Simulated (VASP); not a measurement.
# CoO (P3m1) in VASP: a series of runs

The runs below take CoO through single point, with PBE+U.

Everything below comes from runs of VASP 6.6.1. Logs are shortened: lines on timing, memory, paths and dates and some standing lists are left out, and cuts for length are marked.

## 1. The cell of the first run

The typed cell holds 4 atoms: a = 3.198 Å, b = 3.198 Å, c = 5.229 Å, α = 90.00°, β = 90.00°, γ = 120.00°.

## 2. Single point, PBE+U, collinear spin, antiferromagnetic start

File INCAR:

```
  ALGO = Normal
  EDIFF = 1E-6
  ENCUT = 520
  GGA = PE
  ISIF = 2
  ISMEAR = 0
  ISPIN = 2
  LASPH = T
  LCHARG = F
  LDAU = T
  LDAUJ = 0 0
  LDAUL = 2 -1
  LDAUPRINT = 1
  LDAUTYPE = 2
  LDAUU = 3.32 0
  LMAXMIX = 4
  LORBIT = 11
  LREAL = F
  LWAVE = F
  MAGMOM = -3 3 0 0
  NBANDS = 27
  NELM = 150
  PREC = Accurate
  SIGMA = 0.05
```

File KPOINTS:

```
k-points
0
Gamma
  12 12 6
```

File POSCAR:

```
CoO
1.0
    3.1976457435      0.0000000000      0.0000000000
   -1.5988228718      2.7692424462      0.0000000000
    0.0000000000      0.0000000000      5.2287097100
Co O
2 2
Direct
    0.0000000000      0.0000000000      0.0034741400
    0.3333333300      0.6666666700      0.5033624100
    0.0000000000      0.0000000000      0.3716088500
    0.3333333300      0.6666666700      0.8715556000
```

Potentials or basis: VASP PAW PBE potentials, release 64 (Co, O).

Command:

```
$ cat potpaw_PBE.64/Co/POTCAR potpaw_PBE.64/O/POTCAR > POTCAR
$ mpirun -np 1 vasp_std > vasp.out
```

OUTCAR:

```text
EDIFF = 1E-6
   ENCUT = 520
   GGA = PE
   ISIF = 2
   ISMEAR = 0
   ISPIN = 2
   LASPH = T
   LORBIT = 11
   LREAL = F
   NELM = 150
   PREC = Accurate

 ion  position               nearest neighbor table
   1  0.000  0.000  0.003-   3 1.92   4 1.97   4 1.97   4 1.97
   2  0.333  0.667  0.503-   4 1.93   3 1.97   3 1.97   3 1.97
   3  0.000  0.000  0.372-   1 1.92   2 1.97   2 1.97   2 1.97
   4  0.333  0.667  0.872-   2 1.93   1 1.97   1 1.97   1 1.97

  LATTYP: Found a hexagonal cell.
 ALAT       =     3.1976457435
 C/A-ratio  =     1.6351747909

  Lattice vectors:

 A1 = (   3.1976457435,   0.0000000000,   0.0000000000)
 A2 = (  -1.5988228718,   2.7692424462,   0.0000000000)
 A3 = (   0.0000000000,   0.0000000000,   5.2287097100)

Analysis of symmetry for initial positions (statically):
=====================================================================
 Subroutine PRICEL returns:
 Original cell was already a primitive cell.

 Routine SETGRP: Setting up the symmetry group for a
 hexagonal supercell.

 Subroutine GETGRP returns: Found  6 space group operations
 (whereof  6 operations were pure point group operations)
 out of a pool of 24 trial point group operations.

The static configuration has the point symmetry C_3v.

Analysis of symmetry for dynamics (positions and initial velocities):
=====================================================================
 Subroutine PRICEL returns:
 Original cell was already a primitive cell.

 Routine SETGRP: Setting up the symmetry group for a
 hexagonal supercell.

 Subroutine GETGRP returns: Found  6 space group operations
 (whereof  6 operations were pure point group operations)
 out of a pool of 24 trial point group operations.

The dynamic configuration has the point symmetry C_3v.

Analysis of structural, dynamic, and magnetic symmetry:
=====================================================================
 Subroutine PRICEL returns:
 Original cell was already a primitive cell.

 Routine SETGRP: Setting up the symmetry group for a
 hexagonal supercell.

 Subroutine GETGRP returns: Found  6 space group operations
 (whereof  6 operations were pure point group operations)
 out of a pool of 24 trial point group operations.

The overall configuration has the point symmetry C_3v.

 Subroutine INISYM returns: Found  6 space group operations
 (whereof  6 operations are pure point group operations),
 and found     1 'primitive' translations

----------------------------------------------------------------------------------------

                                     Primitive cell

  volume of cell :      46.3005

  direct lattice vectors                    reciprocal lattice vectors
     3.197645743  0.000000000  0.000000000     0.312730077  0.180554794  0.000000000
    -1.598822872  2.769242446  0.000000000     0.000000000  0.361109588  0.000000000
     0.000000000  0.000000000  5.228709710     0.000000000  0.000000000  0.191251773

  length of vectors
[... 126 lines left out ...]
   NGX = 11   NGY = 11   NGZ = 19

 number of electron      30.0000008 magnetization       0.0000097

atom =   1  type =  1  l = 2

 onsite density matrix

spin component  1

  0.4342 -0.0000  0.0000 -0.3992  0.0000
 -0.0000  0.6540 -0.0000 -0.0000 -0.3992
  0.0000 -0.0000  0.1488 -0.0000  0.0000
 -0.3992 -0.0000 -0.0000  0.6540  0.0000
  0.0000 -0.3992  0.0000  0.0000  0.4342

spin component  2

  0.9813  0.0000  0.0000  0.0093  0.0000
  0.0000  0.9725  0.0000 -0.0000  0.0093
  0.0000  0.0000  0.9855  0.0000  0.0000
  0.0093 -0.0000  0.0000  0.9725 -0.0000
  0.0000  0.0093  0.0000 -0.0000  0.9813

 occupancies and eigenvectors

  o =  0.1300  v = -0.6793 -0.3153  0.0000 -0.5176 -0.4139  0.0000  0.0000  0.0000  0.0000  0.0000      0.0000  0.0000  0.0000  0.0000  0.0000  0.0000  0.0000  0.0000  0.0000  0.0000
  o =  0.1300  v = -0.4139  0.5176  0.0000 -0.3153  0.6793  0.0000  0.0000  0.0000  0.0000  0.0000      0.0000  0.0000  0.0000  0.0000  0.0000  0.0000  0.0000  0.0000  0.0000  0.0000
  o =  0.1488  v =  0.0000  0.0000  1.0000  0.0000  0.0000  0.0000  0.0000  0.0000  0.0000  0.0000      0.0000  0.0000  0.0000  0.0000  0.0000  0.0000  0.0000  0.0000  0.0000  0.0000
  o =  0.9582  v = -0.5176  0.4138 -0.0000  0.6793 -0.3153  0.0000  0.0000  0.0000  0.0000  0.0000      0.0000  0.0000  0.0000  0.0000  0.0000  0.0000  0.0000  0.0000  0.0000  0.0000
  o =  0.9582  v =  0.3153  0.6793  0.0000 -0.4138 -0.5176  0.0000  0.0000  0.0000  0.0000  0.0000      0.0000  0.0000  0.0000  0.0000  0.0000  0.0000  0.0000  0.0000  0.0000  0.0000
  o =  0.9666  v =  0.0000  0.0000  0.0000  0.0000  0.0000  0.4558 -0.4399 -0.0000 -0.7222  0.2776      0.0000  0.0000  0.0000  0.0000  0.0000  0.0000  0.0000  0.0000  0.0000  0.0000
  o =  0.9666  v =  0.0000  0.0000  0.0000  0.0000  0.0000  0.2776  0.7222 -0.0000 -0.4399 -0.4558      0.0000  0.0000  0.0000  0.0000  0.0000  0.0000  0.0000  0.0000  0.0000  0.0000
  o =  0.9855  v =  0.0000  0.0000  0.0000  0.0000  0.0000  0.0000  0.0000 -1.0000  0.0000  0.0000      0.0000  0.0000  0.0000  0.0000  0.0000  0.0000  0.0000  0.0000  0.0000  0.0000
  o =  0.9872  v =  0.0000  0.0000  0.0000  0.0000  0.0000  0.7222  0.2777  0.0000  0.4558  0.4399      0.0000  0.0000  0.0000  0.0000  0.0000  0.0000  0.0000  0.0000  0.0000  0.0000
  o =  0.9872  v =  0.0000  0.0000  0.0000  0.0000  0.0000 -0.4399  0.4558 -0.0000 -0.2777  0.7222      0.0000  0.0000  0.0000  0.0000  0.0000  0.0000  0.0000  0.0000  0.0000  0.0000

atom =   2  type =  1  l = 2

 onsite density matrix

spin component  1

  0.9814 -0.0000  0.0000 -0.0093 -0.0000
 -0.0000  0.9725 -0.0000 -0.0000 -0.0093
  0.0000 -0.0000  0.9855 -0.0000  0.0000
 -0.0093 -0.0000 -0.0000  0.9725  0.0000
 -0.0000 -0.0093  0.0000  0.0000  0.9814

spin component  2

  0.4340  0.0000  0.0000  0.3992 -0.0000
  0.0000  0.6542  0.0000 -0.0000  0.3992
  0.0000  0.0000  0.1488  0.0000  0.0000
  0.3992 -0.0000  0.0000  0.6542 -0.0000
 -0.0000  0.3992  0.0000 -0.0000  0.4340

 occupancies and eigenvectors

  o =  0.1300  v =  0.0000  0.0000  0.0000  0.0000  0.0000  0.6796 -0.3150 -0.0000 -0.5175  0.4137      0.0000  0.0000  0.0000  0.0000  0.0000  0.0000  0.0000  0.0000  0.0000  0.0000
  o =  0.1300  v =  0.0000  0.0000  0.0000  0.0000  0.0000 -0.4137 -0.5175  0.0000  0.3150  0.6796      0.0000  0.0000  0.0000  0.0000  0.0000  0.0000  0.0000  0.0000  0.0000  0.0000
  o =  0.1488  v =  0.0000  0.0000  0.0000  0.0000  0.0000  0.0000 -0.0000  1.0000 -0.0000  0.0000      0.0000  0.0000  0.0000  0.0000  0.0000  0.0000  0.0000  0.0000  0.0000  0.0000
  o =  0.9582  v =  0.0000  0.0000  0.0000  0.0000  0.0000 -0.5174 -0.4138 -0.0000 -0.6795 -0.3152      0.0000  0.0000  0.0000  0.0000  0.0000  0.0000  0.0000  0.0000  0.0000  0.0000
  o =  0.9582  v =  0.0000  0.0000  0.0000  0.0000  0.0000  0.3152 -0.6795  0.0000  0.4138 -0.5174      0.0000  0.0000  0.0000  0.0000  0.0000  0.0000  0.0000  0.0000  0.0000  0.0000
  o =  0.9666  v =  0.4553  0.4401 -0.0000  0.7226  0.2773  0.0000  0.0000  0.0000  0.0000  0.0000      0.0000  0.0000  0.0000  0.0000  0.0000  0.0000  0.0000  0.0000  0.0000  0.0000
  o =  0.9666  v =  0.2773 -0.7226 -0.0000  0.4401 -0.4553  0.0000  0.0000  0.0000  0.0000  0.0000      0.0000  0.0000  0.0000  0.0000  0.0000  0.0000  0.0000  0.0000  0.0000  0.0000
  o =  0.9855  v =  0.0000 -0.0000 -1.0000 -0.0000  0.0000  0.0000  0.0000  0.0000  0.0000  0.0000      0.0000  0.0000  0.0000  0.0000  0.0000  0.0000  0.0000  0.0000  0.0000  0.0000
  o =  0.9872  v =  0.7226 -0.2773  0.0000 -0.4553  0.4402  0.0000  0.0000  0.0000  0.0000  0.0000      0.0000  0.0000  0.0000  0.0000  0.0000  0.0000  0.0000  0.0000  0.0000  0.0000
  o =  0.9872  v = -0.4402 -0.4553 -0.0000  0.2773  0.7226  0.0000  0.0000  0.0000  0.0000  0.0000      0.0000  0.0000  0.0000  0.0000  0.0000  0.0000  0.0000  0.0000  0.0000  0.0000

 number of electron      30.0000008 magnetization      -0.0000019

 Free energy of the ion-electron system (eV)
  ---------------------------------------------------
  ext. energy  EPLUGINS =         0.00000000
  ---------------------------------------------------
  free energy    TOTEN  =       -24.37139678 eV

  energy without entropy =      -24.37139678  energy(sigma->0) =      -24.37139678

 E-fermi :   5.6049     XC(G=0): -11.0303

 val. band max:        5.2968301534   @ k =   0.0000   0.0000   0.5000
 cond. band min:       6.5082562161   @ k =   0.0000   0.0000   0.0000
 fundamental gap:      1.2114260628
 Fermi energy:         5.6048620685

 spin component 1

 k-point     1 :       0.0000    0.0000    0.0000
  band No.  band energies     occupation
      1     -13.4191      1.00000
      2     -12.7465      1.00000
      3      -0.6882      1.00000
      4      -0.5875      1.00000
      5      -0.5875      1.00000
      6      -0.1022      1.00000
[... 1433 lines left out ...]
     26      21.1106      0.00000
     27      22.0261      0.00000

 [... further k-points ...]
[... 5 lines left out ...]
  --------------------------------------------------------------------------------------
  -------------------------------------------------------------------------------------
  Total        2.1563260      2.1563260      2.2525420     -0.0000000     -0.0000000      0.0000000
  in kB       74.6172328     74.6172328     77.9466809     -0.0000000     -0.0000000      0.0000000
  external PRESSURE =      75.7270488 kB  Pullay stress =       0.0000000 kB

 VOLUME and BASIS-vectors are now :
 -----------------------------------------------------------------------------
  energy-cutoff  :      520.00
  volume of cell :       46.30
      direct lattice vectors                 reciprocal lattice vectors
     3.197645743  0.000000000  0.000000000     0.312730077  0.180554794  0.000000000
    -1.598822872  2.769242446  0.000000000     0.000000000  0.361109588  0.000000000
     0.000000000  0.000000000  5.228709710     0.000000000  0.000000000  0.191251773

 POSITION                                       TOTAL-FORCE (eV/Angst)
 -----------------------------------------------------------------------------------
      0.00000      0.00000      0.01817         0.000000     -0.000000     -0.139718
     -0.00000      1.84616      2.63194         0.000000     -0.000000     -0.129975
      0.00000      0.00000      1.94303         0.000000     -0.000000      0.133874
     -0.00000      1.84616      4.55711        -0.000000      0.000000      0.135819
 -----------------------------------------------------------------------------------
    total drift:                                0.000019     -0.000011     -0.000846

  FREE ENERGIE OF THE ION-ELECTRON SYSTEM (eV)
  ---------------------------------------------------
  free  energy   TOTEN  =       -24.3713967816 eV

  energy  without entropy=      -24.3713967816  energy(sigma->0) =      -24.37139678

 total charge

# of ion       s       p       d       tot
------------------------------------------
    1        0.358   0.448   7.191   7.997
    2        0.358   0.448   7.191   7.997
    3        1.547   3.487   0.000   5.034
    4        1.547   3.486   0.000   5.033
--------------------------------------------------
tot          3.810   7.868  14.382  26.061

 magnetization (x)

# of ion       s       p       d       tot
------------------------------------------
    1       -0.014  -0.044  -2.566  -2.624
    2        0.014   0.044   2.566   2.624
    3        0.008   0.084   0.000   0.092
    4       -0.008  -0.084   0.000  -0.092
--------------------------------------------------
tot          0.000  -0.000   0.000   0.000
```

Run time: 1.9 min. Hardware: 1 thread of Intel Xeon 6975P-C (Granite Rapids), shared host; peak memory 0.3 GiB.

Results:

* Free energy: -24.3714 eV
* Pressure: 7.6 GPa
* Largest force: 0.140 eV/Å
* Band gap on the k mesh: 1.21 eV (least direct gap 1.31 eV)
* Net moment: 0.00 μB per cell
* Site moments: Co -2.62, +2.62; O +0.09, -0.09 μB
* Valence electrons inside the program's atomic spheres: Co 8.00; O 5.03

Forces on the atoms (eV/Å):
```
Co   0.000  0.000 -0.140
Co   0.000  0.000 -0.130
O    0.000  0.000  0.134
O    0.000  0.000  0.136
```

Levels at points of the mesh, in eV from the valence-band top:
Spin up:
```
           k point  band 11  band 12  band 13  band 14  band 15  band 16  band 17  band 18  band 19  band 20
(0.00, 0.00, 0.00)    -1.41    -1.41    -1.40    -0.10    -0.10     1.21     3.43     4.04     4.04     6.52
(0.50, 0.00, 0.00)    -2.63    -2.03    -1.69    -0.69    -0.29     2.04     2.71     3.39     6.75     7.02
(0.00, 0.00, 0.50)    -1.57    -1.52    -1.52     0.00     0.00     2.80     3.58     3.96     3.96     4.43
(0.50, 0.00, 0.50)    -2.34    -1.45    -1.44    -0.74    -0.73     2.14     3.00     3.33     6.19     7.04
```
Spin down:
```csv
k point,band 13,band 14,band 15,band 16,band 17,band 18
"(0.00, 0.00, 0.00)",-1.40,-0.10,-0.10,1.21,3.43,4.04
"(0.50, 0.00, 0.00)",-1.69,-0.69,-0.29,2.04,2.71,3.39
"(0.00, 0.00, 0.50)",-1.52,0.00,0.00,2.80,3.59,3.96
"(0.50, 0.00, 0.50)",-1.44,-0.74,-0.72,2.14,3.00,3.33
```

Eigenvalues of the final occupation matrices:
| site | spin | trace | eigenvalues |
| --- | --- | --- | --- |
| site 1 d | 1 | 2.33 | 0.13 0.13 0.15 0.96 0.96 |
| site 1 d | 2 | 4.89 | 0.97 0.97 0.99 0.99 0.99 |
| site 2 d | 1 | 4.89 | 0.97 0.97 0.99 0.99 0.99 |
| site 2 d | 2 | 2.33 | 0.13 0.13 0.15 0.96 0.96 |

Caveat: the cell stands under pressure.

## 3. Single point, PBE+U, collinear spin, antiferromagnetic start

File INCAR:

```
SYSTEM = CoO
  ALGO = Normal
  EDIFF = 1E-7
  ENCUT = 520
  GGA = PE
  ISIF = 2
  ISMEAR = 0
  ISPIN = 2
  LASPH = .True.
  LCHARG = .False.
  LDAU = .True.
  LDAUJ = 0 0
  LDAUL = 2 -1
  LDAUPRINT = 1
  LDAUTYPE = 2
  LDAUU = 3.32 0
  LMAXMIX = 4
  LORBIT = 11
  LREAL = .False.
  LWAVE = .False.
  MAGMOM = -2.37 2.37 0.1 -0.1
  NBANDS = 27
  NELM = 150
  PREC = Accurate
  SIGMA = 0.05
```

File KPOINTS:

```
k-points
0
Gamma
  12 12 6
  0 0 0
```

POSCAR is that of step 2.

Potentials or basis: VASP PAW PBE potentials, release 64 (Co, O).

Command:

```
$ cat potpaw_PBE.64/Co/POTCAR potpaw_PBE.64/O/POTCAR > POTCAR
$ mpirun -np 1 vasp_std > vasp.out
```

Run time: 2.2 min. Hardware: 1 thread of Intel Xeon 6975P-C (Granite Rapids), shared host; peak memory 0.3 GiB.

Results (log left out):

| Item | Value |
| --- | --- |
| Free energy | -24.3714 eV |
| Pressure | 7.6 GPa |
| Largest force | 0.140 eV/Å |
| Band gap on the k mesh | 1.21 eV (least direct gap 1.31 eV) |
| Net moment | 0.00 μB per cell |
| Site moments | Co -2.62, +2.62; O +0.09, -0.09 μB |
| Valence electrons inside the program's atomic spheres | Co 8.00; O 5.03 |

Forces on the atoms (eV/Å):
```
Co   0.000  0.000 -0.140
Co   0.000  0.000 -0.130
O    0.000  0.000  0.134
O    0.000  0.000  0.136
```

Stress tensor (GPa, compression positive):
```
7.44 0.00 0.00
0.00 7.44 0.00
0.00 0.00 7.77
```

Levels at points of the mesh, in eV from the valence-band top:
Spin up:
```tsv
k point	band 12	band 13	band 14	band 15	band 16	band 17	band 18	band 19
(0.00, 0.00, 0.00)	-1.41	-1.40	-0.10	-0.10	1.21	3.43	4.04	4.04
(0.50, 0.00, 0.00)	-2.03	-1.69	-0.69	-0.29	2.04	2.71	3.39	6.75
(0.00, 0.00, 0.50)	-1.52	-1.52	0.00	0.00	2.80	3.58	3.96	3.96
(0.50, 0.00, 0.50)	-1.45	-1.44	-0.74	-0.73	2.14	3.00	3.33	6.19
```
Spin down:
| k point | band 11 | band 12 | band 13 | band 14 | band 15 | band 16 | band 17 | band 18 | band 19 | band 20 |
| --- | --- | --- | --- | --- | --- | --- | --- | --- | --- | --- |
| (0.00, 0.00, 0.00) | -1.41 | -1.41 | -1.40 | -0.10 | -0.10 | 1.21 | 3.43 | 4.04 | 4.04 | 6.52 |
| (0.50, 0.00, 0.00) | -2.63 | -2.03 | -1.69 | -0.69 | -0.29 | 2.04 | 2.71 | 3.39 | 6.75 | 7.02 |
| (0.00, 0.00, 0.50) | -1.57 | -1.52 | -1.52 | 0.00 | 0.00 | 2.80 | 3.59 | 3.96 | 3.96 | 4.43 |
| (0.50, 0.00, 0.50) | -2.34 | -1.45 | -1.44 | -0.74 | -0.72 | 2.14 | 3.00 | 3.33 | 6.19 | 7.04 |

Eigenvalues of the final occupation matrices:
| site | spin | trace | eigenvalues |
| --- | --- | --- | --- |
| site 1 d | 1 | 2.33 | 0.13 0.13 0.15 0.96 0.96 |
| site 1 d | 2 | 4.89 | 0.97 0.97 0.99 0.99 0.99 |
| site 2 d | 1 | 4.89 | 0.97 0.97 0.99 0.99 0.99 |
| site 2 d | 2 | 2.33 | 0.13 0.13 0.15 0.96 0.96 |

Caveat: the cell stands under pressure.
